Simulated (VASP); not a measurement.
# Sb (Fd-3m) in VASP: further runs, part 2 of 2

VASP 6.6.1.

### Step 6. Single point, r2SCAN

This run uses another cell than the first one, of 39.36 Å³/atom, 0.885 times its volume.

File POSCAR:

```
Sb
1.0
    0.0000000000      3.4014832778      3.4014832778
    3.4014832778      0.0000000000      3.4014832778
    3.4014832778      3.4014832778      0.0000000000
Sb
2
Direct
    0.0000000000      0.0000000000      0.0000000000
    0.2500000000      0.2500000000      0.2500000000
```

File INCAR.step1:

```
PREC = Accurate
ENCUT = 520
ISMEAR = -1
SIGMA = 0.1
LREAL = F
LASPH = T
NELM = 60
NBANDS = 12
GGA = PE
ALGO = Normal
EDIFF = 1E-4
LWAVE = T
LCHARG = F
```

File INCAR.step2:

```
PREC = Accurate
ENCUT = 520
EDIFF = 1E-6
ISMEAR = -1
SIGMA = 0.1
LREAL = F
LASPH = T
NELM = 60
ALGO = Normal
ISIF = 2
LWAVE = F
LCHARG = T
METAGGA = R2SCAN
LMIXTAU = T
LELF = T
LVHAR = T
NBANDS = 12
ISTART = 1
```

File KPOINTS:

```
Automatic mesh
0
Gamma
  9 9 9
```

Potentials or basis: VASP PAW PBE potentials, release 64 (Sb).

Run with:

```bash
> cat potpaw_PBE.64/Sb/POTCAR > POTCAR
> cp INCAR.step1 INCAR
> mpirun -np 1 vasp_std > vasp.out
> cp INCAR.step2 INCAR
> mpirun -np 1 vasp_std > vasp.out
```

OUTCAR:

```text
PREC = Accurate
   ENCUT = 520
   EDIFF = 1E-6
   ISMEAR = -1
   LREAL = F
   LASPH = T
   NELM = 60
   ISIF = 2
   METAGGA = R2SCAN
   ISTART = 1

 ion  position               nearest neighbor table
   1  0.000  0.000  0.000-   2 2.95   2 2.95   2 2.95   2 2.95
   2  0.250  0.250  0.250-   1 2.95   1 2.95   1 2.95   1 2.95

  LATTYP: Found a face centered cubic cell.
 ALAT       =     6.8029665556

  Lattice vectors:

 A1 = (   0.0000000000,   3.4014832778,   3.4014832778)
 A2 = (   3.4014832778,   0.0000000000,   3.4014832778)
 A3 = (   3.4014832778,   3.4014832778,   0.0000000000)

Analysis of symmetry for initial positions (statically):
=====================================================================
 Subroutine PRICEL returns:
 Original cell was already a primitive cell.

 Routine SETGRP: Setting up the symmetry group for a
 face centered cubic supercell.

 Subroutine GETGRP returns: Found 48 space group operations
 (whereof 24 operations were pure point group operations)
 out of a pool of 48 trial point group operations.

The static configuration has the point symmetry T_d .
 The point group associated with its full space group is O_h .

Analysis of symmetry for dynamics (positions and initial velocities):
=====================================================================
 Subroutine PRICEL returns:
 Original cell was already a primitive cell.

 Routine SETGRP: Setting up the symmetry group for a
 face centered cubic supercell.

 Subroutine GETGRP returns: Found 48 space group operations
 (whereof 24 operations were pure point group operations)
 out of a pool of 48 trial point group operations.

The dynamic configuration has the point symmetry T_d .
 The point group associated with its full space group is O_h .

 Subroutine INISYM returns: Found 48 space group operations
 (whereof 24 operations are pure point group operations),
 and found     1 'primitive' translations

----------------------------------------------------------------------------------------

[... 116 lines left out ...]
   LORBIT       =      0    0 simple, 1 ext, 2 COOP (PROOUT), +10 PAW based schemes
   METAGGA = R2SCAN    functional components
   LHFCALC =     F    Hartree Fock is set to
   AEXX    =    0.0000 exact exchange contribution
   IVDW    =     0    specifies the selected vdW correction
   LEPSILON=     F    determine dielectric tensor
   LRPA    =     F    only Hartree local field effects (RPA)
 non-spin polarized calculation
  energy-cutoff  :      520.00
  volume of cell :       78.71
 maximum number of plane-waves:      2144
   NGX = 17   NGY = 17   NGZ = 17

 number of electron      10.0000000 magnetization

 Free energy of the ion-electron system (eV)
  ---------------------------------------------------
  ext. energy  EPLUGINS =         0.00000000
  ---------------------------------------------------
  free energy    TOTEN  =       -50.61207330 eV

  energy without entropy =      -50.55745541  energy(sigma->0) =      -50.58476435

 E-fermi :   4.5629     XC(G=0):  -8.6234

 val. band max:        4.5602134236   @ k =  -0.4444   0.4444   0.1111
 cond. band min:       4.5710016252   @ k =   0.4444   0.3333   0.0000
 fundamental gap:      0.0107882016
 Fermi energy:         4.5628975816

 k-point     1 :       0.0000    0.0000    0.0000
  band No.  band energies     occupation
      1      -7.9557      2.00000
      2      -0.4589      2.00000
      3       2.4755      2.00000
      4       2.4755      2.00000
      5       2.4755      2.00000
      6       5.0062      0.02347
      7       5.0062      0.02347
      8       5.0062      0.02347
      9       8.8500      0.00000
     10      11.2445      0.00000
     11      11.2445      0.00000
     12      12.5226      0.00000
[... 331 lines left out ...]
 k-point    24 :       0.4444    0.4444    0.0000
  band No.  band energies     occupation
      1      -5.9352      2.00000
      2      -4.8791      2.00000
      3       0.6443      2.00000
      4       0.6443      2.00000
      5       3.9504      1.99563
      6       4.1481      1.96890
      7       9.1184      0.00000
      8       9.1184      0.00000
      9      10.6408      0.00000
     10      12.0328      0.00000
     11      13.4611      0.00000
     12      13.5188      0.00000

 [... further k-points ...]
[... 5 lines left out ...]
  --------------------------------------------------------------------------------------
  -------------------------------------------------------------------------------------
  Total        1.2031898      1.2031898      1.2031898      0.0000000     -0.0000000     -0.0000000
  in kB       24.4911791     24.4911791     24.4911791      0.0000000     -0.0000000     -0.0000000
  external PRESSURE =      24.4911791 kB  Pullay stress =       0.0000000 kB

 VOLUME and BASIS-vectors are now :
 -----------------------------------------------------------------------------
  energy-cutoff  :      520.00
  volume of cell :       78.71
      direct lattice vectors                 reciprocal lattice vectors
     0.000000000  3.401483278  3.401483278    -0.146994696  0.146994696  0.146994696
     3.401483278  0.000000000  3.401483278     0.146994696 -0.146994696  0.146994696
     3.401483278  3.401483278  0.000000000     0.146994696  0.146994696 -0.146994696

 POSITION                                       TOTAL-FORCE (eV/Angst)
 -----------------------------------------------------------------------------------
      0.00000      0.00000      0.00000        -0.000000      0.000000      0.000000
      1.70074      1.70074      1.70074         0.000000     -0.000000     -0.000000
 -----------------------------------------------------------------------------------
    total drift:                                0.000000      0.000000     -0.000000

  FREE ENERGIE OF THE ION-ELECTRON SYSTEM (eV)
  ---------------------------------------------------
  free  energy   TOTEN  =       -50.6120732961 eV

  energy  without entropy=      -50.5574554097  energy(sigma->0) =      -50.58476435
```

It took 68 s on 1 thread of Intel Xeon Platinum 8559C (Emerald Rapids), shared host; peak memory 0.21 GiB.

Results:

| Property | Result |
| --- | --- |
| Free energy | -50.6121 eV |
| Pressure | 2.4 GPa |
| Band gap on the k mesh | zero (band 5 reaches 5.17 eV, above the bottom of band 6 at 4.15 eV) |

Caveat: the PAW data sets were made with another functional, which shifts forces and pressure a little; spin-orbit coupling is left out, which moves the levels of the heavy elements.

### Step 7. Overview

```tsv
level	cell	smearing	gap on the mesh (eV)	pressure (GPa)
PBE	a = 5.011 Å, angles 60.0°, 2 atoms	fermi-dirac 0.0612256 eV	none	-1.1
PBE	a = 5.043 Å, angles 60.0°, 2 atoms	fermi-dirac 0.0612256 eV	none	-1.6
r2SCAN	a = 4.810 Å, angles 60.0°, 2 atoms	fermi-dirac 0.1 eV	none	2.4
```

Alike in all rows: task single point; potentials or basis VASP PAW PBE potentials, release 64 (Sb); no spin polarisation; k mesh 9 × 9 × 9; cutoff (eV) 520.

Caveats: spin-orbit coupling is left out, which moves the levels of the heavy elements; the PAW data sets were made with another functional, which shifts forces and pressure a little (some runs).

Total energies depend on the potentials used, so only differences within one code and one set of settings carry meaning.
